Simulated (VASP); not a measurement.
# WC (Cmmm) in VASP: a series of runs

WC is run at these levels: PBE, r2SCAN; tasks: single point.

Program: VASP 6.6.1. These are calculated values, not measurements. Logs are shortened: lines on timing, memory, paths and dates and some standing lists are left out, and cuts for length are marked.

### 1 The cell of the first run

It takes space group Cmmm (No. 65, orthorhombic). The conventional cell has a = 3.281 Å, b = 4.236 Å, c = 4.309 Å, α = 90.00°, β = 90.00°, γ = 90.00°. Within 3.5 Å of W (site symmetry mmm) lie 6 W at 2.68 to 3.28 Å and 8 C at 2.71 to 3.02 Å. C (site symmetry mmm) has 6 C at 2.68 to 3.28 Å and 8 W at 2.71 to 3.02 Å within 3.5 Å.

### 2 Single point, PBE

INCAR reads:

```
PREC = Accurate
ENCUT = 520
EDIFF = 1E-6
ISMEAR = 0
SIGMA = 0.022
LREAL = False
LASPH = True
NELM = 100
ALGO = Normal
ISIF = 2
LWAVE = False
LCHARG = False
GGA = PE
NBANDS = 16
```

KPOINTS reads:

```
regular mesh
0
Gamma
  10 10 6
```

POSCAR reads:

```
WC
1.0
    1.6403461100     -2.1180379000      0.0000000000
    1.6403461100      2.1180379000      0.0000000000
    0.0000000000      0.0000000000      4.3094211000
W C
1 1
Direct
    0.5000000000      0.5000000000      0.5000000000
    0.0000000000      0.0000000000      0.0000000000
```

Potentials or basis: VASP PAW PBE potentials, release 64 (W_sv, C).

Run with:

```bash
$ cat potpaw_PBE.64/W_sv/POTCAR potpaw_PBE.64/C/POTCAR > POTCAR
$ mpirun -np 1 vasp_std > vasp.out
```

OUTCAR:

```text
PREC = Accurate
   ENCUT = 520
   EDIFF = 1E-6
   ISMEAR = 0
   LREAL = False
   LASPH = True
   NELM = 100
   ISIF = 2
   GGA = PE

 ion  position               nearest neighbor table
   1  0.500  0.500  0.500-   2 2.71   2 2.71   2 2.71   2 2.71
   2  0.000  0.000  0.000-   1 2.71   1 2.71   1 2.71   1 2.71

  LATTYP: Found a base centered orthorhombic cell.
 ALAT       =     3.2806922200
 B/A-ratio  =     1.2912140231
 C/A-ratio  =     1.3135706769

  Lattice vectors:

 A1 = (   1.6403461100,  -2.1180379000,   0.0000000000)
 A2 = (   1.6403461100,   2.1180379000,   0.0000000000)
 A3 = (   0.0000000000,   0.0000000000,   4.3094211000)

Analysis of symmetry for initial positions (statically):
=====================================================================
 Subroutine PRICEL returns:
 Original cell was already a primitive cell.

 Routine SETGRP: Setting up the symmetry group for a
 base centered orthorhombic supercell.

 Subroutine GETGRP returns: Found  8 space group operations
 (whereof  8 operations were pure point group operations)
 out of a pool of  8 trial point group operations.

The static configuration has the point symmetry D_2h.

Analysis of symmetry for dynamics (positions and initial velocities):
=====================================================================
 Subroutine PRICEL returns:
 Original cell was already a primitive cell.

 Routine SETGRP: Setting up the symmetry group for a
 base centered orthorhombic supercell.

 Subroutine GETGRP returns: Found  8 space group operations
 (whereof  8 operations were pure point group operations)
 out of a pool of  8 trial point group operations.

The dynamic configuration has the point symmetry D_2h.

 Subroutine INISYM returns: Found  8 space group operations
 (whereof  8 operations are pure point group operations),
 and found     1 'primitive' translations

----------------------------------------------------------------------------------------

                                     Primitive cell

  volume of cell :      29.9446

  direct lattice vectors                    reciprocal lattice vectors
     1.640346110 -2.118037900  0.000000000     0.304813720 -0.236067542  0.000000000
     1.640346110  2.118037900  0.000000000     0.304813720  0.236067542  0.000000000
     0.000000000  0.000000000  4.309421100     0.000000000  0.000000000  0.232049729

  length of vectors
     2.678958735  2.678958735  4.309421100     0.385537661  0.385537661  0.232049729

  position of ions in fractional coordinates (direct lattice)
     0.500000000  0.500000000  0.500000000
     0.000000000  0.000000000  0.000000000

  ion indices of the primitive-cell ions
   primitive index   ion index
                 1           1
                 2           2

----------------------------------------------------------------------------------------

 KPOINTS: regular mesh

Automatic generation of k-mesh.
 Grid dimensions read from file:
 generate k-points for:   10   10    6

 Generating k-lattice:

  Cartesian coordinates                     Fractional coordinates (reciprocal lattice)
     0.030481372 -0.023606754  0.000000000     0.100000000  0.000000000  0.000000000
     0.030481372  0.023606754  0.000000000     0.000000000  0.100000000  0.000000000
     0.000000000  0.000000000  0.038674955     0.000000000  0.000000000  0.166666667

  Length of vectors
     0.038553766  0.038553766  0.038674955

  Shift w.r.t. Gamma in fractional coordinates (k-lattice)
     0.000000000  0.000000000  0.000000000

 Subroutine IBZKPT returns following result:
 ===========================================

 Found    124 irreducible k-points:

 Following reciprocal coordinates:
            Coordinates               Weight
  0.000000  0.000000  0.000000      1.000000
  0.100000  0.000000  0.000000      4.000000
  0.200000  0.000000  0.000000      4.000000
  0.300000  0.000000  0.000000      4.000000
  0.400000  0.000000  0.000000      4.000000
  0.500000  0.000000  0.000000      2.000000
[... 16 lines left out ...]
  0.300000  0.300000  0.000000      2.000000
  0.400000  0.300000  0.000000      4.000000
 [... further k-points ...]
   k-points           NKPTS =    124   k-points in BZ     NKDIM =    124   number of bands    NBANDS=     16
   number of dos      NEDOS =    301   number of ions     NIONS =      2
   total plane-waves  NPLWV =  12800
   dimension x,y,z NGX =    20 NGY =   20 NGZ =   32
   dimension x,y,z NGXF=    40 NGYF=   40 NGZF=   64
   ions per type =               1   1
   NGX,Y,Z   is equivalent  to a cutoff of  12.41, 12.41, 12.34 a.u.
   NGXF,Y,Z  is equivalent  to a cutoff of  24.82, 24.82, 24.69 a.u.
 SYSTEM =  unknown system
   PREC   = accura    normal or accurate (medium, high low for compatibility)
   ISTART =      0    job   : 0-new  1-cont  2-samecut
   ICHARG =      2    charge: 1-file 2-atom 10-const
   ISPIN  =      1    spin polarized calculation?
   LNONCOLLINEAR =      F non collinear calculations
   LSORBIT =      F    spin-orbit coupling
   LASPH  =      T    aspherical Exc in radial PAW
   ENCUT  =  520.0 eV  38.22 Ry    6.18 a.u.   4.98  4.98  8.01*2*pi/ulx,y,z
   NELM   =    100;   NELMIN=  2; NELMDL= -5     # of ELM steps
   EDIFF  = 0.1E-05   stopping-criterion for ELM
   LREAL  =      F    real-space projection
   EDIFFG = 0.1E-04   stopping-criterion for IOM
   NSW    =      0    number of steps for IOM
   IBRION =     -1    ionic relax: 0-MD 1-quasi-New 2-CG
   NFREE  =      0    steps in history (QN), initial steepest desc. (CG)
   ISIF   =      2    stress and relaxation
   ISYM   =      2    0-nonsym 1-usesym 2-fastsym
   POTIM  = 0.5000    time-step for ionic-motion
   TEBEG  =    0.0;   TEEND  =   0.0 temperature during run
   PSTRESS=    0.0 pullay stress
   NELECT =      18.0000    total number of electrons
   NUPDOWN=      -1.0000    fix difference up-down
   EMIN   =  10.00;   EMAX   =-10.00  energy-range for DOS
   EFERMI =   0.00;   METHOD = LEGACY
   ISMEAR =     0;   SIGMA  =   0.02  broadening in eV -4-tet -1-fermi 0-gaus
   EFERMI_NEDOS =   21; number of points for ismear=-14 and -15
   IALGO  =     38    algorithm
   IMIX   =      4    mixing-type and parameters
     AMIX     =   0.40;   BMIX     =  1.00
     AMIX_MAG =   1.60;   BMIX_MAG =  1.00
  volume/ion in A,a.u.               =      14.97       101.04
  Fermi-wavevector in a.u.,A,eV,Ry     =   1.381634  2.610909 25.972324  1.908912
  Thomas-Fermi vector in A             =   2.506400
   LORBIT       =      0    0 simple, 1 ext, 2 COOP (PROOUT), +10 PAW based schemes
   GGA     = PE    functional components
   LHFCALC =     F    Hartree Fock is set to
   AEXX    =    0.0000 exact exchange contribution
   IVDW    =     0    specifies the selected vdW correction
   LEPSILON=     F    determine dielectric tensor
   LRPA    =     F    only Hartree local field effects (RPA)
 non-spin polarized calculation
 Gauss-broadening in eV      SIGMA  =   0.02
  energy-cutoff  :      520.00
  volume of cell :       29.94
 maximum number of plane-waves:       828
   NGX =  9   NGY =  9   NGZ = 17

 number of electron      18.0000005 magnetization

 Free energy of the ion-electron system (eV)
  ---------------------------------------------------
  ext. energy  EPLUGINS =         0.00000000
  ---------------------------------------------------
  free energy    TOTEN  =       -16.70007738 eV

  energy without entropy =      -16.69964698  energy(sigma->0) =      -16.69986218

 E-fermi :   7.0985     XC(G=0): -11.8809

 val. band max:        7.0872292388   @ k =  -0.2000   0.1000   0.0000
 cond. band min:       7.1003794099   @ k =  -0.3000   0.3000   0.0000
 fundamental gap:      0.0131501712
 Fermi energy:         7.0985329674

 k-point     1 :       0.0000    0.0000    0.0000
  band No.  band energies     occupation
      1     -67.7133      2.00000
      2     -32.0186      2.00000
      3     -31.3617      2.00000
      4     -31.0992      2.00000
      5      -5.1997      2.00000
      6       1.5024      2.00000
[... 8 lines left out ...]
     15      18.6860      0.00000
     16      21.8085      0.00000

 k-point     2 :       0.1000    0.0000    0.0000
  band No.  band energies     occupation
      1     -67.7057      2.00000
      2     -32.0065      2.00000
      3     -31.4201      2.00000
      4     -31.1478      2.00000
      5      -5.0015      2.00000
      6       1.8406      2.00000
[... 8 lines left out ...]
     15      18.5151      0.00000
     16      21.9531      0.00000

 k-point     3 :       0.2000    0.0000    0.0000
  band No.  band energies     occupation
      1     -67.6858      2.00000
      2     -31.9748      2.00000
      3     -31.6469      2.00000
      4     -31.1939      2.00000
      5      -4.4355      2.00000
      6       2.5038      2.00000
[... 8 lines left out ...]
     15      17.6885      0.00000
     16      21.6197      0.00000

 k-point     4 :       0.3000    0.0000    0.0000
  band No.  band energies     occupation
      1     -67.6610      2.00000
      2     -31.9641      2.00000
      3     -31.9353      2.00000
      4     -31.2011      2.00000
      5      -3.5765      2.00000
      6       2.6846      2.00000
[... 8 lines left out ...]
     15      16.2985      0.00000
     16      19.8938      0.00000

 k-point     5 :       0.4000    0.0000    0.0000
  band No.  band energies     occupation
      1     -67.6409      2.00000
      2     -32.2196      2.00000
      3     -31.9031      2.00000
      4     -31.1981      2.00000
      5      -2.5829      2.00000
      6       1.9266      2.00000
[... 8 lines left out ...]
     15      14.9044      0.00000
     16      18.0307      0.00000

 k-point     6 :       0.5000    0.0000    0.0000
  band No.  band energies     occupation
      1     -67.6332      2.00000
      2     -32.3159      2.00000
      3     -31.8908      2.00000
      4     -31.1962      2.00000
      5      -2.0065      2.00000
      6       1.2621      2.00000
[... 8 lines left out ...]
     15      14.2053      0.00000
     16      17.2361      0.00000

 k-point     7 :       0.1000    0.1000    0.0000
  band No.  band energies     occupation
      1     -67.6973      2.00000
      2     -31.9923      2.00000
      3     -31.4776      2.00000
      4     -31.2184      2.00000
      5      -4.7112      2.00000
      6       2.3596      2.00000
[... 8 lines left out ...]
     15      18.2601      0.00000
     16      21.9279      0.00000

 k-point     8 :       0.2000    0.1000    0.0000
  band No.  band energies     occupation
      1     -67.6771      2.00000
      2     -31.9598      2.00000
      3     -31.6730      2.00000
      4     -31.3035      2.00000
      5      -4.0753      2.00000
      6       3.0968      2.00000
[... 8 lines left out ...]
     15      17.4927      0.00000
     16      20.7927      0.00000

 k-point     9 :       0.3000    0.1000    0.0000
  band No.  band energies     occupation
      1     -67.6526      2.00000
      2     -31.9739      2.00000
      3     -31.9211      2.00000
      4     -31.3183      2.00000
      5      -3.1837      2.00000
      6       2.7774      2.00000
[... 8 lines left out ...]
     15      16.2488      0.00000
     16      18.9930      0.00000
[... 172 lines left out ...]
 k-point    19 :       0.5000    0.2000    0.0000
  band No.  band energies     occupation
      1     -67.6090      2.00000
      2     -32.2580      2.00000
      3     -31.8566      2.00000
      4     -31.5406      2.00000
      5      -1.7768      2.00000
      6       2.3765      2.00000
[... 8 lines left out ...]
     15      17.1412      0.00000
     16      17.1721      0.00000

 k-point    20 :      -0.4000    0.2000    0.0000
  band No.  band energies     occupation
      1     -67.6177      2.00000
      2     -32.1475      2.00000
      3     -31.8720      2.00000
      4     -31.5282      2.00000
      5      -2.5542      2.00000
      6       3.2009      2.00000
[... 8 lines left out ...]
     15      17.7843      0.00000
     16      19.4617      0.00000

 k-point    21 :      -0.3000    0.2000    0.0000
  band No.  band energies     occupation
      1     -67.6379      2.00000
      2     -31.9041      2.00000
      3     -31.8847      2.00000
      4     -31.5375      2.00000
      5      -3.4240      2.00000
      6       3.5615      2.00000
[... 8 lines left out ...]
     15      18.4025      0.00000
     16      20.7434      0.00000

 k-point    22 :      -0.2000    0.2000    0.0000
  band No.  band energies     occupation
      1     -67.6616      2.00000
      2     -31.9405      2.00000
      3     -31.5869      2.00000
      4     -31.5393      2.00000
      5      -4.0855      2.00000
      6       3.5369      2.00000
[... 8 lines left out ...]
     15      18.6412      0.00000
     16      21.6174      0.00000

 k-point    23 :       0.3000    0.3000    0.0000
  band No.  band energies     occupation
      1     -67.6105      2.00000
      2     -31.9135      2.00000
      3     -31.8994      2.00000
      4     -31.8576      2.00000
      5      -1.8168      2.00000
      6       3.3104      2.00000
[... 8 lines left out ...]
     15      17.6364      0.00000
     16      19.3548      0.00000

 k-point    24 :       0.4000    0.3000    0.0000
  band No.  band energies     occupation
      1     -67.5928      2.00000
      2     -32.1431      2.00000
      3     -31.8566      2.00000
      4     -31.8325      2.00000
      5      -1.3336      2.00000
      6       3.2631      2.00000
[... 8 lines left out ...]
     15      18.1534      0.00000
     16      18.5214      0.00000

 [... further k-points ...]

------------------------ aborting loop because EDIFF is reached ----------------------------------------

  FORCE on cell =-STRESS in cart. coord.  units (eV):
  Direction    XX          YY          ZZ          XY          YZ          ZX
  --------------------------------------------------------------------------------------
  -------------------------------------------------------------------------------------
  Total       -6.5390451     -0.3668176    -10.9873286      0.0000000      0.0000000      0.0000000
  in kB     -349.8700490    -19.6264860   -587.8743941      0.0000000      0.0000000      0.0000000
  external PRESSURE =    -319.1236430 kB  Pullay stress =       0.0000000 kB

 VOLUME and BASIS-vectors are now :
 -----------------------------------------------------------------------------
  energy-cutoff  :      520.00
  volume of cell :       29.94
      direct lattice vectors                 reciprocal lattice vectors
     1.640346110 -2.118037900  0.000000000     0.304813720 -0.236067542  0.000000000
     1.640346110  2.118037900  0.000000000     0.304813720  0.236067542  0.000000000
     0.000000000  0.000000000  4.309421100     0.000000000  0.000000000  0.232049729

 POSITION                                       TOTAL-FORCE (eV/Angst)
 -----------------------------------------------------------------------------------
      1.64035      0.00000      2.15471        -0.000000     -0.000000      0.000000
      0.00000      0.00000      0.00000         0.000000      0.000000      0.000000
 -----------------------------------------------------------------------------------
    total drift:                                0.000000      0.000000      0.000000

  FREE ENERGIE OF THE ION-ELECTRON SYSTEM (eV)
  ---------------------------------------------------
  free  energy   TOTEN  =       -16.7000773817 eV

  energy  without entropy=      -16.6996469820  energy(sigma->0) =      -16.69986218
```

It took 61 s on 1 thread of AMD EPYC 7R13, shared host; peak memory 0.18 GiB.

Results:

```
Free energy            : -16.7001 eV
Pressure               : -31.9 GPa
Band gap on the k mesh : zero (bands 9 and 10 overlap by 4.08 eV)
```

Levels at points of the mesh, in eV from the Fermi level:
| k point | band 5 | band 6 | band 7 | band 8 | band 9 | band 10 | band 11 | band 12 | band 13 | band 14 |
| --- | --- | --- | --- | --- | --- | --- | --- | --- | --- | --- |
| (0.00, 0.00, 0.00) | -12.30 | -5.60 | -3.41 | -3.22 | 1.81 | 2.06 | 2.09 | 2.65 | 2.71 | 2.93 |
| (0.50, 0.00, 0.00) | -9.11 | -5.84 | -4.81 | -3.70 | 1.85 | 1.87 | 2.58 | 3.50 | 4.33 | 4.65 |
| (0.50, 0.50, 0.00) | -8.29 | -3.74 | -3.31 | -2.62 | -0.90 | -0.75 | -0.20 | 0.99 | 6.06 | 6.83 |
| (0.00, 0.00, 0.50) | -11.35 | -7.95 | -3.38 | -2.68 | 0.20 | 2.03 | 2.59 | 3.66 | 4.40 | 6.12 |
| (0.50, 0.00, 0.50) | -9.64 | -4.49 | -3.94 | -2.50 | -0.68 | 0.21 | 2.20 | 2.35 | 2.61 | 6.42 |
| (0.50, 0.50, 0.50) | -7.38 | -5.69 | -5.02 | -2.88 | 0.20 | 1.06 | 2.64 | 3.62 | 4.15 | 6.06 |

Caveat: the stress differs along the axes, from -59 to -2 GPa; spin-orbit coupling is left out, which moves the levels of the heavy elements.

### 3 Single point, PBE

INCAR reads:

```
SYSTEM = WC
  PREC = Accurate
  ENCUT = 520
  EDIFF = 1E-6
  ISMEAR = 0
  SIGMA = 0.023
  LREAL = .False.
  LASPH = .True.
  NELM = 60
  ALGO = Normal
  ISIF = 2
  LWAVE = .False.
  LCHARG = .False.
  GGA = PE
  NBANDS = 16
```

KPOINTS reads:

```
Automatic mesh
0
Gamma
  10 10 6
  0 0 0
```

POSCAR is that of step 2.

Potentials or basis: VASP PAW PBE potentials, release 64 (W_sv, C).

Run with:

```bash
$ cat potpaw_PBE.64/W_sv/POTCAR potpaw_PBE.64/C/POTCAR > POTCAR
$ mpirun -np 1 vasp_std > vasp.out
```

Run time: 61 s. Hardware: 1 thread of AMD EPYC 7R13, shared host; peak memory 0.18 GiB.

Results (log left out):

```yaml
Free_energy: -16.7001 eV
Pressure: -31.9 GPa
Band_gap_on_the_k_mesh: zero (bands 9 and 10 overlap by 4.08 eV)
```

Stress tensor (GPa, compression positive):
```
-34.99   0.00   0.00
  0.00  -1.97   0.00
  0.00   0.00 -58.79
```

Levels at points of the mesh, in eV from the Fermi level:
```tsv
k point	band 6	band 7	band 8	band 9	band 10	band 11	band 12	band 13
(0.00, 0.00, 0.00)	-5.60	-3.41	-3.22	1.81	2.06	2.09	2.65	2.71
(0.50, 0.00, 0.00)	-5.84	-4.81	-3.70	1.85	1.87	2.58	3.50	4.33
(0.50, 0.50, 0.00)	-3.74	-3.31	-2.62	-0.90	-0.75	-0.20	0.99	6.06
(0.00, 0.00, 0.50)	-7.95	-3.38	-2.68	0.20	2.03	2.59	3.66	4.40
(0.50, 0.00, 0.50)	-4.49	-3.94	-2.50	-0.68	0.21	2.21	2.35	2.61
(0.50, 0.50, 0.50)	-5.69	-5.02	-2.88	0.21	1.06	2.64	3.62	4.15
```

Caveat: the stress differs along the axes, from -59 to -2 GPa; spin-orbit coupling is left out, which moves the levels of the heavy elements.

[end of part 1 of 2]
